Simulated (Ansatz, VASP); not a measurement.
**Two plane-wave programs on CdS**

File INCAR:

```
  PREC = Accurate
  ENCUT = 500
  EDIFF = 1E-7
  ISMEAR = 0
  SIGMA = 0.02
  LREAL = False
  LASPH = True
  NELM = 120
  ALGO = Normal
  ISIF = 3
  LWAVE = False
  LCHARG = False
  GGA = PS
  IBRION = 2
  NSW = 100
  EDIFFG = -0.002
  GGA_COMPAT = False
  NELMIN = 4
```

Contents of KPOINTS:

```
Automatic mesh
0
Gamma
  8 8 8
```

The input POSCAR:

```
CdS
1.0
    0.0000000000      2.9200000000      2.9200000000
    2.9200000000      0.0000000000      2.9200000000
    2.9200000000      2.9200000000      0.0000000000
Cd S
1 1
Direct
    0.0000000000      0.0000000000      0.0000000000
    0.2500000000      0.2500000000      0.2500000000
```

Input for Ansatz:

```yaml
crystal:
  lattice:
    - [0.0, 2.92, 2.92]
    - [2.92, 0.0, 2.92]
    - [2.92, 2.92, 0.0]
  atoms:
    - { symbol: Cd, position: [0.0, 0.0, 0.0] }
    - { symbol: S, position: [0.25, 0.25, 0.25] }
basis:
  ecutwfc: 420
kpoints:
  mp_grid: { grid: [8, 8, 8] }
hamiltonian:
  xc: pbesol
  pseudopotentials: { kind: paw, azcp: { folder: soft_1 } }
scf:
  occupations: { method: gaussian, width: 0.02 }
output:
  forces: true
  stress: true
  eigenvalues: true
relax:
  adjacent_minimum: "off"
  f_tol: 0.002
  max_steps: 80
  cell: { stress_tol: 0.02 }
```

Alike in both runs: task relaxation of cell and atoms; functional PBEsol; k mesh 8 × 8 × 8; occupations gaussian, width 0.02 eV; no spin polarisation.

|  | VASP | Ansatz |
| --- | --- | --- |
| version | VASP 6.6.1 | Ansatz 0.2.0 |
| potentials or method | VASP PAW PBE potentials, release 64 (Cd, S), cutoff 500 eV | scalar-relativistic, plane waves, PAW |
| valence electrons in the cell | 18 | 26 |

VASP gave:

- gap on the k mesh at the Fermi level, each at its own relaxed structure (eV): 1.00
- relaxed volume (Å³/atom): 24.86
- relaxed cell length with the largest relative difference (Å): 4.127

Q: Estimate Ansatz's values.

A: gap on the k mesh at the Fermi level, each at its own relaxed structure (eV): 1.01; relaxed volume (Å³/atom): 24.71; relaxed cell length with the largest relative difference (Å): 4.119.

VASP's potentials were made for PBE, not for PBEsol, and Ansatz warns of the same on its side. VASP's potentials hold 18 valence electrons a cell and Ansatz's 26, so a difference there can come from the potentials and not from the codes.
